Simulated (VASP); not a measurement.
# BN in VASP: further runs, part 2 of 3

VASP 6.6.1. Earlier steps stand in the parts before.

## (3) G0W0 quasiparticle levels, PBE

This run uses another cell than the first one, of 5.99 Å³/atom.

POSCAR

```
BN
1.0
   -0.0138861666      1.8089875531      1.8089875531
    1.8089875531     -0.0138861666      1.8089875531
    1.8089875531      1.8089875531     -0.0138861666
B N
1 1
Direct
    0.0000000000      0.0000000000      0.0000000000
    0.2500000000      0.2500000000      0.2500000000
```

INCAR.step1

```
  PREC = Accurate
  ENCUT = 500
  EDIFF = 1E-8
  ISMEAR = 0
  SIGMA = 0.01
  LREAL = F
  LASPH = T
  NELM = 80
  ALGO = Normal
  LWAVE = T
  LCHARG = F
  GGA = PE
```

INCAR.step2

```
  PREC = Accurate
  ENCUT = 500
  EDIFF = 1E-8
  ISMEAR = 0
  SIGMA = 0.01
  LREAL = F
  LASPH = T
  NELM = 1
  ALGO = Exact
  LWAVE = T
  LCHARG = F
  GGA = PE
  NBANDS = 53
  LOPTICS = T
  ISTART = 1
```

INCAR.step3

```
  PREC = Accurate
  ENCUT = 500
  EDIFF = 1E-8
  ISMEAR = 0
  SIGMA = 0.01
  LREAL = F
  LASPH = T
  ALGO = EVGW0
  LWAVE = F
  LCHARG = F
  GGA = PE
  NELMGW = 1
  NBANDS = 53
  ENCUTGW = 150.0
  NOMEGA = 96
  PRECFOCK = Fast
  ISTART = 1
  NBANDSGW = 12
  OMEGAMAX = 30
```

KPOINTS

```
Automatic mesh
0
Gamma
  6 6 6
```

Potentials or basis: VASP PAW PBE potentials, release 64 (B_GW, N_GW).

Started as:

```bash
$ cat potpaw_PBE.64/B_GW/POTCAR potpaw_PBE.64/N_GW/POTCAR > POTCAR
$ cp INCAR.step1 INCAR
$ mpirun -np 1 vasp_std > vasp.out
$ cp INCAR.step2 INCAR
$ mpirun -np 1 vasp_std > vasp.out
$ cp INCAR.step3 INCAR
$ mpirun -np 1 vasp_std > vasp.out
```

OUTCAR:

```text
PREC = Accurate
   ENCUT = 500
   EDIFF = 1E-8
   ISMEAR = 0
   LREAL = F
   LASPH = T
   GGA = PE
   NELMGW = 1
   ENCUTGW = 150.0
   PRECFOCK = Fast
   ISTART = 1

 ion  position               nearest neighbor table
   1  0.000  0.000  0.000-   2 1.56   2 1.58   2 1.58   2 1.58
   2  0.250  0.250  0.250-   1 1.56   1 1.58   1 1.58   1 1.58

  LATTYP: Found a trigonal (rhomboedric) cell.
 ALAT       =     2.5583324178
 COS(alpha) =     0.4923092865

  Lattice vectors:

 A1 = (  -0.0138861666,   1.8089875531,   1.8089875531)
 A2 = (   1.8089875531,  -0.0138861666,   1.8089875531)
 A3 = (   1.8089875531,   1.8089875531,  -0.0138861666)

Analysis of symmetry for initial positions (statically):
=====================================================================
 Subroutine PRICEL returns:
 Original cell was already a primitive cell.

 Routine SETGRP: Setting up the symmetry group for a
 trigonal (rhombohedral) supercell.

 Subroutine GETGRP returns: Found  6 space group operations
 (whereof  6 operations were pure point group operations)
 out of a pool of 12 trial point group operations.

The static configuration has the point symmetry C_3v.

Analysis of symmetry for dynamics (positions and initial velocities):
=====================================================================
 Subroutine PRICEL returns:
 Original cell was already a primitive cell.

 Routine SETGRP: Setting up the symmetry group for a
 trigonal (rhombohedral) supercell.

 Subroutine GETGRP returns: Found  6 space group operations
 (whereof  6 operations were pure point group operations)
 out of a pool of 12 trial point group operations.

The dynamic configuration has the point symmetry C_3v.

 Subroutine INISYM returns: Found  6 space group operations
 (whereof  6 operations are pure point group operations),
 and found     1 'primitive' translations

----------------------------------------------------------------------------------------

                                     Primitive cell

  volume of cell :      11.9759

  direct lattice vectors                    reciprocal lattice vectors
    -0.013886167  1.808987553  1.808987553    -0.273235358  0.275348995  0.275348995
     1.808987553 -0.013886167  1.808987553     0.275348995 -0.273235358  0.275348995
     1.808987553  1.808987553 -0.013886167     0.275348995  0.275348995 -0.273235358

  length of vectors
     2.558332418  2.558332418  2.558332418     0.475701270  0.475701270  0.475701270

  position of ions in fractional coordinates (direct lattice)
     0.000000000  0.000000000  0.000000000
     0.250000000  0.250000000  0.250000000

  ion indices of the primitive-cell ions
   primitive index   ion index
                 1           1
                 2           2

[... 20 lines left out ...]

 Subroutine IBZKPT returns following result:
 ===========================================

 Found     32 irreducible k-points:

 Following reciprocal coordinates:
            Coordinates               Weight
  0.000000  0.000000  0.000000      1.000000
  0.166667 -0.000000 -0.000000      6.000000
  0.333333  0.000000 -0.000000      6.000000
  0.500000  0.000000  0.000000      3.000000
  0.166667  0.166667 -0.000000      6.000000
  0.333333  0.166667 -0.000000     12.000000
[... 16 lines left out ...]
  0.500000  0.500000  0.166667      6.000000
 -0.333333  0.500000  0.166667     12.000000
 [... further k-points ...]
   k-points           NKPTS =     32   k-points in BZ     NKDIM =    216   number of bands    NBANDS=     53
   number of dos      NEDOS =    301   number of ions     NIONS =      2
   total plane-waves  NPLWV =   8000
   dimension x,y,z NGX =    20 NGY =   20 NGZ =   20
   dimension x,y,z NGXF=    40 NGYF=   40 NGZF=   40
   ions per type =               1   1
   NGX,Y,Z   is equivalent  to a cutoff of  13.00, 13.00, 13.00 a.u.
   NGXF,Y,Z  is equivalent  to a cutoff of  25.99, 25.99, 25.99 a.u.
 SYSTEM =  unknown system
   PREC   = accura    normal or accurate (medium, high low for compatibility)
   ISTART =      1    job   : 0-new  1-cont  2-samecut
   ICHARG =      0    charge: 1-file 2-atom 10-const
   ISPIN  =      1    spin polarized calculation?
   LNONCOLLINEAR =      F non collinear calculations
   LSORBIT =      F    spin-orbit coupling
   LASPH  =      T    aspherical Exc in radial PAW
   ENCUT  =  500.0 eV  36.75 Ry    6.06 a.u.   4.66  4.66  4.66*2*pi/ulx,y,z
   NELM   =     60;   NELMIN=  2; NELMDL=  0     # of ELM steps
   EDIFF  = 0.1E-07   stopping-criterion for ELM
   LREAL  =      F    real-space projection
   EDIFFG = 0.1E-06   stopping-criterion for IOM
   NSW    =      0    number of steps for IOM
   IBRION =     -1    ionic relax: 0-MD 1-quasi-New 2-CG
   NFREE  =      0    steps in history (QN), initial steepest desc. (CG)
   ISIF   =      0    stress and relaxation
   ISYM   =      3    0-nonsym 1-usesym 2-fastsym
   POTIM  = 0.5000    time-step for ionic-motion
   TEBEG  =    0.0;   TEEND  =   0.0 temperature during run
   PSTRESS=    0.0 pullay stress
   NELECT =       8.0000    total number of electrons
   NUPDOWN=      -1.0000    fix difference up-down
   EMIN   =  10.00;   EMAX   =-10.00  energy-range for DOS
   EFERMI =   0.00;   METHOD = LEGACY
   ISMEAR =     0;   SIGMA  =   0.01  broadening in eV -4-tet -1-fermi 0-gaus
   EFERMI_NEDOS =   21; number of points for ismear=-14 and -15
   IALGO  =     38    algorithm
   IMIX   =      4    mixing-type and parameters
     AMIX     =   0.40;   BMIX     =  1.00
     AMIX_MAG =   1.60;   BMIX_MAG =  1.00
  volume/ion in A,a.u.               =       5.99        40.41
  Fermi-wavevector in a.u.,A,eV,Ry     =   1.431095  2.704378 27.865197  2.048034
  Thomas-Fermi vector in A             =   2.550869
   LORBIT       =      0    0 simple, 1 ext, 2 COOP (PROOUT), +10 PAW based schemes
   GGA     = PE    functional components
   LHFCALC =     T    Hartree Fock is set to
   PRECFOCK=fast      Normal, Fast or Accurate (Low or Medium for compatibility)
   ENCUT4O =  -1.0   cutoff for four orbital integrals eV
   NKREDX  =     1    reduce k-point grid by
   NKREDY  =     1    reduce k-point grid by
   NKREDZ  =     1    reduce k-point grid by
   AEXX    =    1.0000 exact exchange contribution
   HFSCREEN=    0.0000 screening length (either q_TF or 0.3 A-1)
   HFSCREENC=   0.0000 screening length for correlation (either q_TF or 0.3 A-1)
   ENCUTFOCK=  -1.0 apply spherical cutoff to Coloumb kernel
   IVDW    =     0    specifies the selected vdW correction
   LEPSILON=     F    determine dielectric tensor
   LRPA    =     F    only Hartree local field effects (RPA)
   LRPAFORCE           =     F    calculate RPA forces
   ENCUTGW             = 150.0    cutoff for response function in eV
   ENCUTGWSOFT         = 120.0    soft cutoff for Coulomb kernel in GW response function in eV
   ENCUTLF             =  -1.0    cutoff for local field effects
   NELMGW              =     1    number of iterations in solving QP/BSE equation
   NELMHF              =     1    number of iterations in the inner HF iteration
   NKREDLFX            =     1    NKREDLFY  =   1   NKREDLFZ  =   1
 non-spin polarized calculation
 Gauss-broadening in eV      SIGMA  =   0.01
  energy-cutoff  :      500.00
  volume of cell :       11.98
 maximum number of plane-waves:       313
 NGX is ok and might be reduce to    20
  NGX = 12; NGY = 12; NGZ = 12
   NGX =  9   NGY =  9   NGZ =  9
 maximum number of plane-waves:        59

 QP shifts <psi_nk| G(iteration)W_0 |psi_nk>: iteration 1
 for sc-GW calculations column KS-energies equals QP-energies in previous step
 and V_xc(KS)=  KS-energies - (<T + V_ion + V_H > + <T+V_H+V_ion>^1  + <V_x>^1)

 k-point   1 :       0.0000    0.0000    0.0000
  band No.  KS-energies  QP-energies   sigma(KS)   V_xc(KS)     V^pw_x(r,r')   Z            occupation Imag(sigma)

      1     -12.7849     -14.7037     -17.9038     -15.4555     -26.4261       0.7837       2.0000       1.3800
      2       7.2778       6.5295     -19.1290     -18.2216     -21.7981       0.8246       2.0000       0.0456
      3       7.2778       6.5295     -19.1290     -18.2216     -21.7981       0.8246       2.0000       0.0456
      4       7.3169       6.5708     -19.1759     -18.2708     -21.8888       0.8242       2.0000       0.0457
      5      15.9437      17.2859     -12.1052     -13.7162      -6.9734       0.8332       0.0000      -0.0646
      6      15.9437      17.2859     -12.1052     -13.7162      -6.9734       0.8332       0.0000      -0.0646
      7      16.1907      17.5430     -12.2090     -13.8354      -7.0317       0.8314       0.0000      -0.0662
      8      17.4730      18.6810     -13.8546     -15.3325      -8.3191       0.8174       0.0000      -0.0789
      9      31.7750      32.2289     -10.8095     -11.3848      -3.2937       0.7889       0.0000      -0.5029
     10      34.9018      36.1116     -11.7998     -13.2464      -5.4074       0.8364       0.0000      -0.5239
     11      34.9018      36.1116     -11.7998     -13.2464      -5.4074       0.8364       0.0000      -0.5239
     12      35.4235      35.9774     -10.3664     -11.0390      -3.0317       0.8235       0.0000      -0.9098
[... 356 lines left out ...]
      1      -7.0661      -8.5023     -19.3732     -17.4406     -26.8426       0.7431       2.0000       0.5776
      2      -0.8234      -2.3982     -17.4157     -15.4008     -22.0114       0.7816       2.0000       0.1164
      3       1.1573      -0.1852     -17.2987     -15.6201     -21.1470       0.7997       2.0000       0.0825
      4       1.2488      -0.0591     -17.0353     -15.4043     -20.7563       0.8020       2.0000       0.0800
      5      15.0101      16.0290     -12.6085     -13.8280      -7.7901       0.8355       0.0000      -0.0634
      6      19.2014      20.3515     -12.1865     -13.5751      -6.6855       0.8283       0.0000      -0.0773
      7      22.1878      23.7591     -13.1579     -15.1500      -6.4244       0.7888       0.0000      -0.1337
      8      23.9023      25.5650     -13.4019     -15.5287      -6.4506       0.7818       0.0000      -0.1557
      9      26.6745      28.2538     -14.0903     -16.1329      -6.8022       0.7732       0.0000      -0.2339
     10      32.9212      34.3522     -12.0188     -13.8207      -4.1910       0.7941       0.0000      -0.6620
     11      37.2753      38.2685     -11.5737     -12.7823      -4.1594       0.8218       0.0000      -0.9008
     12      40.3758      41.6110     -11.3520     -12.8610      -3.8261       0.8185       0.0000      -0.9950

 [... further k-points ...]
```

Run time: 2.1 min. Hardware: 1 thread of Intel Xeon Platinum 8488C (Sapphire Rapids), shared host; peak memory 0.26 GiB.

Results:

| Item | Value |
| --- | --- |
| Quasiparticle gap | 5.88 eV |
| Least direct quasiparticle gap | 10.72 eV |
| Band gap of the starting levels on the mesh | 4.42 eV |
| Least direct gap of the starting levels on the mesh | 8.63 eV |

Caveat: the k points lie up to 0.50 Å⁻¹ apart; the cutoff is under 1.25 times the usual one of these potentials, so pressure, stress and relaxed cells hold a basis-set (Pulay) error; bands, screening cutoff and mesh are small and nothing is extrapolated, so the quasiparticle values aren't converged.

(Part 2 of 3 ends here.)
